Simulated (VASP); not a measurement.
# W (Pm-3m) in VASP: a series of runs

The runs below take W through single point, relaxation of cell and atoms, with LDA.

Program: VASP 6.6.1. These are calculated values, not measurements. Logs are shortened: lines on timing, memory, paths and dates and some standing lists are left out, and cuts for length are marked.

## 1. The cell of the first run

It takes space group Pm-3m (No. 221, cubic). The conventional cell has a = 2.558 Å, b = 2.558 Å, c = 2.558 Å, α = 90.00°, β = 90.00°, γ = 90.00°. Within 3.4 Å of W (site symmetry m-3m) lie 6 W at 2.56 Å.

## 2. Single point, LDA

Input file INCAR:

```
PREC     = Accurate       # precision mode
ENCUT    = 520            # plane-wave cutoff, eV
EDIFF    = 1E-6           # SCF threshold, eV
ISMEAR   = -1             # smearing method
SIGMA    = 0.05           # smearing width, eV
LREAL    = F              # projectors in reciprocal space
LASPH    = T              # aspherical terms in the spheres
NELM     = 100            # most SCF steps
ALGO     = Normal         # electronic algorithm
ISIF     = 2              # what is computed and relaxed
LWAVE    = F              # write WAVECAR
LCHARG   = T              # write CHGCAR
GGA      = CA             # functional
LELF     = T              # ELF
LVHAR    = T            
NBANDS   = 13             # bands
```

Input file KPOINTS:

```
Automatic mesh
0
Gamma
  9 9 9
```

Input file POSCAR:

```
W
1.0
    2.5577829867      0.0000000000      0.0000000000
    0.0000000000      2.5577829867      0.0000000000
    0.0000000000      0.0000000000      2.5577829867
W
1
Direct
    0.0000000000      0.0000000000      0.0000000000
```

Potentials or basis: VASP PAW LDA potentials, release 64 (W_sv).

On the command line:

```
$ cat potpaw_LDA.64/W_sv/POTCAR > POTCAR
$ mpirun -np 1 vasp_std > vasp.out
```

OUTCAR:

```text
PREC = Accurate
   ENCUT = 520
   EDIFF = 1E-6
   ISMEAR = -1
   LREAL = F
   LASPH = T
   NELM = 100
   ISIF = 2
   GGA = CA

 ion  position               nearest neighbor table
   1  0.000  0.000  0.000-

  LATTYP: Found a simple cubic cell.
 ALAT       =     2.5577829867

  Lattice vectors:

 A1 = (   2.5577829867,   0.0000000000,   0.0000000000)
 A2 = (   0.0000000000,   2.5577829867,   0.0000000000)
 A3 = (   0.0000000000,   0.0000000000,   2.5577829867)

Analysis of symmetry for initial positions (statically):
=====================================================================
 Subroutine PRICEL returns:
 Original cell was already a primitive cell.

 Routine SETGRP: Setting up the symmetry group for a
 simple cubic supercell.

 Subroutine GETGRP returns: Found 48 space group operations
 (whereof 48 operations were pure point group operations)
 out of a pool of 48 trial point group operations.

The static configuration has the point symmetry O_h .

Analysis of symmetry for dynamics (positions and initial velocities):
=====================================================================
 Subroutine PRICEL returns:
 Original cell was already a primitive cell.

 Routine SETGRP: Setting up the symmetry group for a
 simple cubic supercell.

 Subroutine GETGRP returns: Found 48 space group operations
 (whereof 48 operations were pure point group operations)
 out of a pool of 48 trial point group operations.

The dynamic configuration has the point symmetry O_h .

 Subroutine INISYM returns: Found 48 space group operations
 (whereof 48 operations are pure point group operations),
 and found     1 'primitive' translations

----------------------------------------------------------------------------------------

                                     Primitive cell

  volume of cell :      16.7337

  direct lattice vectors                    reciprocal lattice vectors
     2.557782987  0.000000000  0.000000000     0.390963583  0.000000000  0.000000000
     0.000000000  2.557782987  0.000000000     0.000000000  0.390963583  0.000000000
     0.000000000  0.000000000  2.557782987     0.000000000  0.000000000  0.390963583

  length of vectors
     2.557782987  2.557782987  2.557782987     0.390963583  0.390963583  0.390963583

  position of ions in fractional coordinates (direct lattice)
     0.000000000  0.000000000  0.000000000

  ion indices of the primitive-cell ions
   primitive index   ion index
                 1           1

----------------------------------------------------------------------------------------

 KPOINTS: Automatic mesh

Automatic generation of k-mesh.
 Grid dimensions read from file:
 generate k-points for:    9    9    9

 Generating k-lattice:

  Cartesian coordinates                     Fractional coordinates (reciprocal lattice)
     0.043440398  0.000000000  0.000000000     0.111111111  0.000000000  0.000000000
     0.000000000  0.043440398  0.000000000     0.000000000  0.111111111  0.000000000
     0.000000000  0.000000000  0.043440398     0.000000000  0.000000000  0.111111111

  Length of vectors
     0.043440398  0.043440398  0.043440398

  Shift w.r.t. Gamma in fractional coordinates (k-lattice)
     0.000000000  0.000000000  0.000000000

 Subroutine IBZKPT returns following result:
 ===========================================

 Found     35 irreducible k-points:

 Following reciprocal coordinates:
            Coordinates               Weight
  0.000000  0.000000  0.000000      1.000000
  0.111111  0.000000  0.000000      6.000000
  0.222222  0.000000  0.000000      6.000000
  0.333333  0.000000  0.000000      6.000000
  0.444444  0.000000  0.000000      6.000000
  0.111111  0.111111  0.000000     12.000000
[... 16 lines left out ...]
  0.333333  0.333333  0.111111     24.000000
  0.444444  0.333333  0.111111     48.000000
 [... further k-points ...]
   k-points           NKPTS =     35   k-points in BZ     NKDIM =     35   number of bands    NBANDS=     13
   number of dos      NEDOS =    301   number of ions     NIONS =      1
   total plane-waves  NPLWV =   8000
   dimension x,y,z NGX =    20 NGY =   20 NGZ =   20
   dimension x,y,z NGXF=    40 NGYF=   40 NGZF=   40
   ions per type =               1
   NGX,Y,Z   is equivalent  to a cutoff of  13.00, 13.00, 13.00 a.u.
   NGXF,Y,Z  is equivalent  to a cutoff of  26.00, 26.00, 26.00 a.u.
 SYSTEM =  unknown system
   PREC   = accura    normal or accurate (medium, high low for compatibility)
   ISTART =      0    job   : 0-new  1-cont  2-samecut
   ICHARG =      2    charge: 1-file 2-atom 10-const
   ISPIN  =      1    spin polarized calculation?
   LNONCOLLINEAR =      F non collinear calculations
   LSORBIT =      F    spin-orbit coupling
   LASPH  =      T    aspherical Exc in radial PAW
   ENCUT  =  520.0 eV  38.22 Ry    6.18 a.u.   4.76  4.76  4.76*2*pi/ulx,y,z
   NELM   =    100;   NELMIN=  2; NELMDL= -5     # of ELM steps
   EDIFF  = 0.1E-05   stopping-criterion for ELM
   LREAL  =      F    real-space projection
   EDIFFG = 0.1E-04   stopping-criterion for IOM
   NSW    =      0    number of steps for IOM
   IBRION =     -1    ionic relax: 0-MD 1-quasi-New 2-CG
   NFREE  =      0    steps in history (QN), initial steepest desc. (CG)
   ISIF   =      2    stress and relaxation
   ISYM   =      2    0-nonsym 1-usesym 2-fastsym
   POTIM  = 0.5000    time-step for ionic-motion
   TEBEG  =    0.0;   TEEND  =   0.0 temperature during run
   PSTRESS=    0.0 pullay stress
   NELECT =      14.0000    total number of electrons
   NUPDOWN=      -1.0000    fix difference up-down
   EMIN   =  10.00;   EMAX   =-10.00  energy-range for DOS
   EFERMI =   0.00;   METHOD = LEGACY
   ISMEAR =    -1;   SIGMA  =   0.05  broadening in eV -4-tet -1-fermi 0-gaus
   EFERMI_NEDOS =   21; number of points for ismear=-14 and -15
   IALGO  =     38    algorithm
   IMIX   =      4    mixing-type and parameters
     AMIX     =   0.40;   BMIX     =  1.00
     AMIX_MAG =   1.60;   BMIX_MAG =  1.00
  volume/ion in A,a.u.               =      16.73       112.92
  Fermi-wavevector in a.u.,A,eV,Ry     =   1.542602  2.915095 32.376697  2.379620
  Thomas-Fermi vector in A             =   2.648383
   LORBIT       =      0    0 simple, 1 ext, 2 COOP (PROOUT), +10 PAW based schemes
   GGA     = CA    functional components
   LHFCALC =     F    Hartree Fock is set to
   AEXX    =    0.0000 exact exchange contribution
   IVDW    =     0    specifies the selected vdW correction
   LEPSILON=     F    determine dielectric tensor
   LRPA    =     F    only Hartree local field effects (RPA)
 non-spin polarized calculation
  energy-cutoff  :      520.00
  volume of cell :       16.73
 maximum number of plane-waves:       461
 NGX is ok and might be reduce to    20
   NGX =  9   NGY =  9   NGZ =  9

 number of electron      14.0000002 magnetization

 Free energy of the ion-electron system (eV)
  ---------------------------------------------------
  ext. energy  EPLUGINS =         0.00000000
  ---------------------------------------------------
  free energy    TOTEN  =       -12.60371963 eV

  energy without entropy =      -12.59406653  energy(sigma->0) =      -12.59889308

 E-fermi :  10.5311     XC(G=0): -13.3747

 val. band max:       10.5104970209   @ k =   0.4444   0.1111   0.1111
 cond. band min:      10.6617676165   @ k =   0.4444   0.4444   0.2222
 fundamental gap:      0.1512705956
 Fermi energy:        10.5310808838

 k-point     1 :       0.0000    0.0000    0.0000
  band No.  band energies     occupation
      1     -63.1792      2.00000
      2     -26.8838      2.00000
      3     -26.8838      2.00000
      4     -26.8838      2.00000
      5       1.4854      2.00000
      6       5.6061      2.00000
      7       5.6061      2.00000
      8      15.6947      0.00000
      9      15.6947      0.00000
     10      15.6947      0.00000
     11      25.9118      0.00000
     12      25.9118      0.00000
     13      25.9118      0.00000

 k-point     2 :       0.1111    0.0000    0.0000
  band No.  band energies     occupation
      1     -63.1626      2.00000
      2     -27.0996      2.00000
      3     -26.8656      2.00000
      4     -26.8656      2.00000
      5       1.9139      2.00000
      6       5.7194      2.00000
      7       6.1042      2.00000
      8      14.9593      0.00000
      9      14.9593      0.00000
     10      15.7478      0.00000
     11      24.0392      0.00000
     12      26.8448      0.00000
     13      26.8448      0.00000

 k-point     3 :       0.2222    0.0000    0.0000
  band No.  band energies     occupation
      1     -63.1206      2.00000
      2     -27.6221      2.00000
      3     -26.8194      2.00000
      4     -26.8194      2.00000
      5       2.9404      2.00000
      6       6.0204      2.00000
      7       7.5131      2.00000
      8      13.4867      0.00000
      9      13.4867      0.00000
     10      15.8848      0.00000
     11      21.3428      0.00000
     12      28.4096      0.00000
     13      28.8076      0.00000
[... 305 lines left out ...]
 k-point    23 :       0.3333    0.3333    0.1111
  band No.  band energies     occupation
      1     -62.9521      2.00000
      2     -28.0087      2.00000
      3     -27.9741      2.00000
      4     -26.8527      2.00000
      5       5.6864      2.00000
      6       7.3960      2.00000
      7      10.9145      0.00093
      8      10.9834      0.00024
      9      13.0153      0.00000
     10      13.6107      0.00000
     11      22.4687      0.00000
     12      24.6213      0.00000
     13      28.9732      0.00000

 k-point    24 :       0.4444    0.3333    0.1111
  band No.  band energies     occupation
      1     -62.9213      2.00000
      2     -28.3250      2.00000
      3     -27.9424      2.00000
      4     -26.8169      2.00000
      5       5.2772      2.00000
      6       7.6656      2.00000
      7      10.5072      1.23409
      8      11.1329      0.00001
      9      13.4582      0.00000
     10      16.0709      0.00000
     11      20.9483      0.00000
     12      25.5667      0.00000
     13      27.5497      0.00000

 [... further k-points ...]
[... 5 lines left out ...]
  --------------------------------------------------------------------------------------
  -------------------------------------------------------------------------------------
  Total        1.2507158      1.2507158      1.2507158     -0.0000000     -0.0000000      0.0000000
  in kB      119.7507219    119.7507219    119.7507219     -0.0000000     -0.0000000      0.0000000
  external PRESSURE =     119.7507219 kB  Pullay stress =       0.0000000 kB

 VOLUME and BASIS-vectors are now :
 -----------------------------------------------------------------------------
  energy-cutoff  :      520.00
  volume of cell :       16.73
      direct lattice vectors                 reciprocal lattice vectors
     2.557782987  0.000000000  0.000000000     0.390963583  0.000000000  0.000000000
     0.000000000  2.557782987  0.000000000     0.000000000  0.390963583  0.000000000
     0.000000000  0.000000000  2.557782987     0.000000000  0.000000000  0.390963583

 POSITION                                       TOTAL-FORCE (eV/Angst)
 -----------------------------------------------------------------------------------
      0.00000      0.00000      0.00000         0.000000      0.000000      0.000000
 -----------------------------------------------------------------------------------
    total drift:                                0.000000      0.000000      0.000000

  FREE ENERGIE OF THE ION-ELECTRON SYSTEM (eV)
  ---------------------------------------------------
  free  energy   TOTEN  =       -12.6037196266 eV

  energy  without entropy=      -12.5940665258  energy(sigma->0) =      -12.59889308
```

Wall time 5.1 s (1 thread of Intel Xeon 6975P-C, shared host); peak memory 0.12 GiB.

What came out:

- Free energy: -12.6037 eV
- Pressure: 12.0 GPa
- Band gap on the k mesh: zero (band 7 reaches 12.28 eV, above the bottom of band 8 at 9.95 eV)

Caveat: spin-orbit coupling is left out, which moves the levels of the heavy elements.

## 3. Relaxation of cell and atoms, LDA

This run uses another cell than the first one, of 17.37 Å³/atom, 1.038 times its volume.

Input file INCAR:

```
PREC     = Accurate       # precision mode
ENCUT    = 600            # plane-wave cutoff, eV
EDIFF    = 1E-6           # SCF threshold, eV
ISMEAR   = -1             # smearing method
SIGMA    = 0.05           # smearing width, eV
LREAL    = False          # projectors in reciprocal space
LASPH    = True           # aspherical terms in the spheres
NELM     = 80             # most SCF steps
ALGO     = Normal         # electronic algorithm
ISIF     = 3              # what is computed and relaxed
LWAVE    = False          # write WAVECAR
LCHARG   = False          # write CHGCAR
IBRION   = 2              # ionic algorithm
NSW      = 80             # ionic steps
EDIFFG   = -0.02          # ionic threshold
```

KPOINTS is that of step 2.

Input file POSCAR:

```
W
1.0
    2.5900000000      0.0000000000      0.0000000000
    0.0000000000      2.5900000000      0.0000000000
    0.0000000000      0.0000000000      2.5900000000
W
1
Direct
    0.0000000000      0.0000000000      0.0000000000
```

Potentials or basis: VASP PAW LDA potentials, release 64 (W_sv).

On the command line:

```
$ cat potpaw_LDA.64/W_sv/POTCAR > POTCAR
$ mpirun -np 1 vasp_std > vasp.out
```

Wall time 11 s (1 thread of Intel Xeon 6975P-C, shared host); peak memory 0.13 GiB.

The run converged. Its results:

```
Free energy                            : -12.6325 eV
Relaxed volume                         : 17.53 Å³/atom
Relaxed cell                           : a = 2.598 Å, b = 2.598 Å, c = 2.598 Å, α = 90.00°, β = 90.00°, γ = 90.00°
Space group after relaxing (to 0.05 Å) : Pm-3m (No. 221)
Energy gained by relaxing              : 1.0 meV/atom
Ionic steps                            : 3
Pressure after relaxing                : 0.0 GPa
Band gap on the k mesh                 : zero (band 7 reaches 11.55 eV, above the bottom of band 8 at 9.31 eV)
```

Step by step:
| step | energy change (eV) | largest force (eV/Å) | pressure (GPa) | volume (Å³) |
| --- | --- | --- | --- | --- |
| 1 | 0.0000 | 0.0000 | 2.11 | 17.37 |
| 2 | 0.0062 | 0.0000 | -5.29 | 17.96 |
| 3 | -0.0010 | 0.0000 | -0.01 | 17.53 |

Final structure:
```xyz
1
Lattice="2.5977 0.0000 0.0000 0.0000 2.5977 0.0000 0.0000 0.0000 2.5977" Properties=species:S:1:pos:R:3 pbc="T T T"
W     0.0000    0.0000    0.0000
```

Levels at points of the mesh, in eV from the Fermi level:
| k point | band 3 | band 4 | band 5 | band 6 | band 7 | band 8 | band 9 | band 10 | band 11 |
| --- | --- | --- | --- | --- | --- | --- | --- | --- | --- |
| (0.00, 0.00, 0.00) | -37.52 | -37.52 | -8.82 | -4.65 | -4.65 | 4.84 | 4.84 | 4.84 | 14.95 |

Caveat: spin-orbit coupling is left out, which moves the levels of the heavy elements.

(Part 1 of 2 ends here.)
